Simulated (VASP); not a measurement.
# InP (I-4m2) in VASP: single point with HSE06

Aim: the single point of InP with HSE06.

Program: VASP 6.6.1. These are calculated values, not measurements. Logs are shortened: lines on timing, memory, paths and dates and some standing lists are left out, and cuts for length are marked.

### 1 The cell of the first run

It takes space group I-4m2 (No. 119, tetragonal). The conventional cell has a = 4.177 Å, b = 4.177 Å, c = 5.707 Å, α = 90.00°, β = 90.00°, γ = 90.00°. In (site symmetry -4m2) has 4 P at 2.53 Å within 3.3 Å. Within 3.3 Å of P (site symmetry -4m2) lie 4 In at 2.53 Å.

### 2 Single point, HSE06 (uniaxial x strain -3.4%)

POSCAR

```
InP
1.0
    0.0000000000      2.9537876370      2.9537876370
    2.8536542361      0.0000000000      2.9537876370
    2.8536542361      2.9537876370      0.0000000000
In P
1 1
Direct
    0.0000000000      0.0000000000      0.0000000000
    0.2500000000      0.2500000000      0.2500000000
```

INCAR.step1

```
SYSTEM = InP
  PREC = Accurate
  ENCUT = 520
  EDIFF = 1E-5
  ISMEAR = 0
  SIGMA = 0.01
  LREAL = .FALSE.
  LASPH = .TRUE.
  NELM = 60
  ALGO = Normal
  ISIF = 2
  LWAVE = .TRUE.
  LCHARG = .FALSE.
  GGA = PE
  NBANDS = 16
  KPAR = 4
```

INCAR.step2

```
SYSTEM = InP
  PREC = Accurate
  ENCUT = 520
  EDIFF = 1E-6
  ISMEAR = 0
  SIGMA = 0.01
  LREAL = .FALSE.
  LASPH = .TRUE.
  NELM = 60
  ALGO = Normal
  ISIF = 2
  LWAVE = .FALSE.
  LCHARG = .FALSE.
  GGA = PE
  LHFCALC = .TRUE.
  HFSCREEN = 0.2079
  PRECFOCK = Normal
  ISTART = 1
  NBANDS = 16
  KPAR = 4
```

KPOINTS

```
Automatic mesh
0
G
  6 6 6
  0 0 0
```

Potentials or basis: VASP PAW PBE potentials, release 64 (In_d, P).

Started as:

```console
$ cat potpaw_PBE.64/In_d/POTCAR potpaw_PBE.64/P/POTCAR > POTCAR
$ cp INCAR.step1 INCAR
$ mpirun -np 4 vasp_std > vasp.out
$ cp INCAR.step2 INCAR
$ mpirun -np 4 vasp_std > vasp.out
```

OUTCAR:

```text
SYSTEM = InP
   PREC = Accurate
   ENCUT = 520
   EDIFF = 1E-6
   ISMEAR = 0
   LREAL = .FALSE.
   LASPH = .TRUE.
   NELM = 60
   ISIF = 2
   GGA = PE
   LHFCALC = .TRUE.
   HFSCREEN = 0.2079
   PRECFOCK = Normal
   ISTART = 1

 ion  position               nearest neighbor table
   1  0.000  0.000  0.000-   2 2.53   2 2.53   2 2.53   2 2.53
   2  0.250  0.250  0.250-   1 2.53   1 2.53   1 2.53   1 2.53

  LATTYP: Found a body centered tetragonal cell.
 ALAT       =     4.1772865366
 C/A-ratio  =     1.3662717226

  Lattice vectors:

 A1 = (  -2.8536542361,   0.0000000000,  -2.9537876370)
 A2 = (  -2.8536542361,   0.0000000000,   2.9537876370)
 A3 = (   2.8536542361,   2.9537876370,   0.0000000000)

Analysis of symmetry for initial positions (statically):
=====================================================================
 Subroutine PRICEL returns:
 Original cell was already a primitive cell.

 Routine SETGRP: Setting up the symmetry group for a
 body centered tetragonal supercell.

 Subroutine GETGRP returns: Found  8 space group operations
 (whereof  8 operations were pure point group operations)
 out of a pool of 16 trial point group operations.

The static configuration has the point symmetry D_2d.

Analysis of symmetry for dynamics (positions and initial velocities):
=====================================================================
 Subroutine PRICEL returns:
 Original cell was already a primitive cell.

 Routine SETGRP: Setting up the symmetry group for a
 body centered tetragonal supercell.

 Subroutine GETGRP returns: Found  8 space group operations
 (whereof  8 operations were pure point group operations)
 out of a pool of 16 trial point group operations.

The dynamic configuration has the point symmetry D_2d.

 Subroutine INISYM returns: Found  8 space group operations
 (whereof  8 operations are pure point group operations),
 and found     1 'primitive' translations

----------------------------------------------------------------------------------------

                                     Primitive cell

  volume of cell :      49.7955

  direct lattice vectors                    reciprocal lattice vectors
     0.000000000  2.953787637  2.953787637    -0.175213939  0.169274187  0.169274187
     2.853654236  0.000000000  2.953787637     0.175213939 -0.169274187  0.169274187
     2.853654236  2.953787637  0.000000000     0.175213939  0.169274187 -0.169274187

  length of vectors
     4.177286537  4.107091903  4.107091903     0.296660454  0.296660454  0.296660454

  position of ions in fractional coordinates (direct lattice)
     0.000000000  0.000000000  0.000000000
     0.250000000  0.250000000  0.250000000

  ion indices of the primitive-cell ions
   primitive index   ion index
                 1           1
                 2           2

----------------------------------------------------------------------------------------

 KPOINTS: Automatic mesh

Automatic generation of k-mesh.
 Grid dimensions read from file:
 generate k-points for:    6    6    6

 Generating k-lattice:

  Cartesian coordinates                     Fractional coordinates (reciprocal lattice)
    -0.029202323  0.028212364  0.028212364     0.166666667  0.000000000  0.000000000
     0.029202323 -0.028212364  0.028212364     0.000000000  0.166666667  0.000000000
     0.029202323  0.028212364 -0.028212364     0.000000000  0.000000000  0.166666667

  Length of vectors
     0.049443409  0.049443409  0.049443409

  Shift w.r.t. Gamma in fractional coordinates (k-lattice)
     0.000000000  0.000000000  0.000000000

 Subroutine IBZKPT returns following result:
 ===========================================

 Found     30 irreducible k-points:

 Following reciprocal coordinates:
            Coordinates               Weight
  0.000000  0.000000  0.000000      1.000000
  0.166667  0.000000  0.000000      8.000000
  0.333333  0.000000  0.000000      8.000000
  0.500000  0.000000  0.000000      4.000000
  0.166667  0.166667  0.000000      4.000000
  0.333333  0.166667  0.000000     16.000000
[... 16 lines left out ...]
 -0.333333  0.500000  0.166667      4.000000
  0.333333 -0.333333  0.166667      8.000000
 [... further k-points ...]
   k-points           NKPTS =     30   k-points in BZ     NKDIM =    216   number of bands    NBANDS=     16
   number of dos      NEDOS =    301   number of ions     NIONS =      2
   total plane-waves  NPLWV =  32768
   dimension x,y,z NGX =    32 NGY =   32 NGZ =   32
   dimension x,y,z NGXF=    64 NGYF=   64 NGZF=   64
   ions per type =               1   1
   NGX,Y,Z   is equivalent  to a cutoff of  12.74, 12.95, 12.95 a.u.
   NGXF,Y,Z  is equivalent  to a cutoff of  25.47, 25.91, 25.91 a.u.
 SYSTEM =  InP
   PREC   = accura    normal or accurate (medium, high low for compatibility)
   ISTART =      1    job   : 0-new  1-cont  2-samecut
   ICHARG =      0    charge: 1-file 2-atom 10-const
   ISPIN  =      1    spin polarized calculation?
   LNONCOLLINEAR =      F non collinear calculations
   LSORBIT =      F    spin-orbit coupling
   LASPH  =      T    aspherical Exc in radial PAW
   ENCUT  =  520.0 eV  38.22 Ry    6.18 a.u.   7.77  7.64  7.64*2*pi/ulx,y,z
   NELM   =     60;   NELMIN=  2; NELMDL=  0     # of ELM steps
   EDIFF  = 0.1E-05   stopping-criterion for ELM
   LREAL  =      F    real-space projection
   EDIFFG = 0.1E-04   stopping-criterion for IOM
   NSW    =      0    number of steps for IOM
   IBRION =     -1    ionic relax: 0-MD 1-quasi-New 2-CG
   NFREE  =      0    steps in history (QN), initial steepest desc. (CG)
   ISIF   =      2    stress and relaxation
   ISYM   =      3    0-nonsym 1-usesym 2-fastsym
   POTIM  = 0.5000    time-step for ionic-motion
   TEBEG  =    0.0;   TEEND  =   0.0 temperature during run
   PSTRESS=    0.0 pullay stress
   NELECT =      18.0000    total number of electrons
   NUPDOWN=      -1.0000    fix difference up-down
   EMIN   =  10.00;   EMAX   =-10.00  energy-range for DOS
   EFERMI =   0.00;   METHOD = LEGACY
   ISMEAR =     0;   SIGMA  =   0.01  broadening in eV -4-tet -1-fermi 0-gaus
   EFERMI_NEDOS =   21; number of points for ismear=-14 and -15
   IALGO  =     38    algorithm
   IMIX   =      1    mixing-type and parameters
     AMIX     =   0.40;   BMIX     =  1.00
     AMIX_MAG =   1.60;   BMIX_MAG =  1.00
  volume/ion in A,a.u.               =      24.90       168.02
  Fermi-wavevector in a.u.,A,eV,Ry     =   1.166189  2.203778 18.503888  1.359997
  Thomas-Fermi vector in A             =   2.302706
   LORBIT       =      0    0 simple, 1 ext, 2 COOP (PROOUT), +10 PAW based schemes
   GGA     = PE    functional components
   LHFCALC =     T    Hartree Fock is set to
   PRECFOCK=normal    Normal, Fast or Accurate (Low or Medium for compatibility)
   ENCUT4O =  -1.0   cutoff for four orbital integrals eV
   NKREDX  =     1    reduce k-point grid by
   NKREDY  =     1    reduce k-point grid by
   NKREDZ  =     1    reduce k-point grid by
   AEXX    =    0.2500 exact exchange contribution
   HFSCREEN=    0.2079 screening length (either q_TF or 0.3 A-1)
   HFSCREENC=   0.2079 screening length for correlation (either q_TF or 0.3 A-1)
   ENCUTFOCK=  -1.0 apply spherical cutoff to Coloumb kernel
   IVDW    =     0    specifies the selected vdW correction
   LEPSILON=     F    determine dielectric tensor
   LRPA    =     F    only Hartree local field effects (RPA)
 non-spin polarized calculation
 Gauss-broadening in eV      SIGMA  =   0.01
  energy-cutoff  :      520.00
  volume of cell :       49.80
 maximum number of plane-waves:      1355
  NGX = 24; NGY = 24; NGZ = 24

 number of electron      18.0000002 magnetization

 Free energy of the ion-electron system (eV)
  ---------------------------------------------------
  ext. energy  EPLUGINS =         0.00000000
  ---------------------------------------------------
  free energy    TOTEN  =        -9.96961074 eV

  energy without entropy =       -9.96961074  energy(sigma->0) =       -9.96961074

 E-fermi :   5.0371     XC(G=0):  -7.7686

 val. band max:        4.9937159967   @ k =   0.0000   0.0000   0.0000
 cond. band min:       6.4434726073   @ k =   0.0000   0.0000   0.0000
 fundamental gap:      1.4497566105
 Fermi energy:         5.0370653779

 k-point     1 :       0.0000    0.0000    0.0000
  band No.  band energies     occupation
      1     -11.0214      2.00000
      2     -11.0214      2.00000
      3     -11.0063      2.00000
      4     -10.8529      2.00000
      5     -10.8468      2.00000
      6      -7.9326      2.00000
[... 8 lines left out ...]
     15      15.1255      0.00000
     16      15.6598      0.00000

 k-point     2 :       0.1667    0.0000    0.0000
  band No.  band energies     occupation
      1     -11.0489      2.00000
      2     -11.0080      2.00000
      3     -10.9979      2.00000
      4     -10.8535      2.00000
      5     -10.8455      2.00000
      6      -7.5866      2.00000
[... 8 lines left out ...]
     15      14.5849      0.00000
     16      15.4626      0.00000

 k-point     3 :       0.3333    0.0000    0.0000
  band No.  band energies     occupation
      1     -11.1081      2.00000
      2     -10.9867      2.00000
      3     -10.9774      2.00000
      4     -10.8497      2.00000
      5     -10.8368      2.00000
      6      -6.6905      2.00000
[... 8 lines left out ...]
     15      15.0663      0.00000
     16      15.1258      0.00000

 k-point     4 :       0.5000    0.0000    0.0000
  band No.  band energies     occupation
      1     -11.1363      2.00000
      2     -10.9793      2.00000
      3     -10.9700      2.00000
      4     -10.8445      2.00000
      5     -10.8289      2.00000
      6      -6.0213      2.00000
[... 8 lines left out ...]
     15      16.6193      0.00000
     16      16.8880      0.00000

 k-point     5 :       0.1667    0.1667    0.0000
  band No.  band energies     occupation
      1     -11.0751      2.00000
      2     -10.9932      2.00000
      3     -10.9821      2.00000
      4     -10.8592      2.00000
      5     -10.8424      2.00000
      6      -7.4818      2.00000
[... 8 lines left out ...]
     15      15.7209      0.00000
     16      16.5562      0.00000

 k-point     6 :       0.3333    0.1667    0.0000
  band No.  band energies     occupation
      1     -11.1198      2.00000
      2     -10.9722      2.00000
      3     -10.9621      2.00000
      4     -10.8634      2.00000
      5     -10.8356      2.00000
      6      -6.7660      2.00000
[... 8 lines left out ...]
     15      15.9441      0.00000
     16      16.7890      0.00000
[... 267 lines left out ...]
 k-point    21 :      -0.1667    0.3333    0.1667
  band No.  band energies     occupation
      1     -11.1510      2.00000
      2     -10.9595      2.00000
      3     -10.9402      2.00000
      4     -10.8785      2.00000
      5     -10.8243      2.00000
      6      -5.9514      2.00000
[... 8 lines left out ...]
     15      17.3842      0.00000
     16      17.9610      0.00000

 k-point    22 :       0.3333    0.5000    0.1667
  band No.  band energies     occupation
      1     -11.1513      2.00000
      2     -10.9574      2.00000
      3     -10.9396      2.00000
      4     -10.8660      2.00000
      5     -10.8350      2.00000
      6      -6.0100      2.00000
[... 8 lines left out ...]
     15      17.4264      0.00000
     16      17.8865      0.00000

 k-point    23 :      -0.3333    0.5000    0.1667
  band No.  band energies     occupation
      1     -11.1811      2.00000
      2     -10.9410      2.00000
      3     -10.9121      2.00000
      4     -10.8787      2.00000
      5     -10.8290      2.00000
      6      -5.2497      2.00000
[... 8 lines left out ...]
     15      17.7273      0.00000
     16      18.2051      0.00000

 k-point    24 :       0.3333   -0.3333    0.1667
  band No.  band energies     occupation
      1     -11.1606      2.00000
      2     -10.9576      2.00000
      3     -10.9290      2.00000
      4     -10.8562      2.00000
      5     -10.8441      2.00000
      6      -5.4805      2.00000
[... 8 lines left out ...]
     15      17.0535      0.00000
     16      17.4752      0.00000

 [... further k-points ...]

------------------------ aborting loop because EDIFF is reached ----------------------------------------

  FORCE on cell =-STRESS in cart. coord.  units (eV):
  Direction    XX          YY          ZZ          XY          YZ          ZX
  --------------------------------------------------------------------------------------
  -------------------------------------------------------------------------------------
  Total        0.9679377      0.5103500      0.5103500      0.0000000      0.0000000      0.0000000
  in kB       31.1435498     16.4205936     16.4205936      0.0000000      0.0000000      0.0000000
  external PRESSURE =      21.3282456 kB  Pullay stress =       0.0000000 kB

 VOLUME and BASIS-vectors are now :
 -----------------------------------------------------------------------------
  energy-cutoff  :      520.00
  volume of cell :       49.80
      direct lattice vectors                 reciprocal lattice vectors
     0.000000000  2.953787637  2.953787637    -0.175213939  0.169274187  0.169274187
     2.853654236  0.000000000  2.953787637     0.175213939 -0.169274187  0.169274187
     2.853654236  2.953787637  0.000000000     0.175213939  0.169274187 -0.169274187

 POSITION                                       TOTAL-FORCE (eV/Angst)
 -----------------------------------------------------------------------------------
      0.00000      0.00000      0.00000         0.000000     -0.000000     -0.000000
      1.42683      1.47689      1.47689        -0.000000      0.000000      0.000000
 -----------------------------------------------------------------------------------
    total drift:                               -0.000002      0.000001      0.000000

  FREE ENERGIE OF THE ION-ELECTRON SYSTEM (eV)
  ---------------------------------------------------
  free  energy   TOTEN  =        -9.9696107358 eV

  energy  without entropy=       -9.9696107358  energy(sigma->0) =       -9.96961074
```

It took 37 min on 4 MPI ranks of Oxide Virtual Turin-like, shared host; peak memory 0.27 GiB.

Results:

- Free energy: -9.9696 eV
- Pressure: 2.1 GPa
- Band gap on the k mesh: 1.45 eV

Caveat: the cell differs from its parent crystal (uniaxial x strain -3.4%); the PAW data sets were made with another functional, which shifts forces and pressure a little; spin-orbit coupling is left out, which moves the levels of the heavy elements.
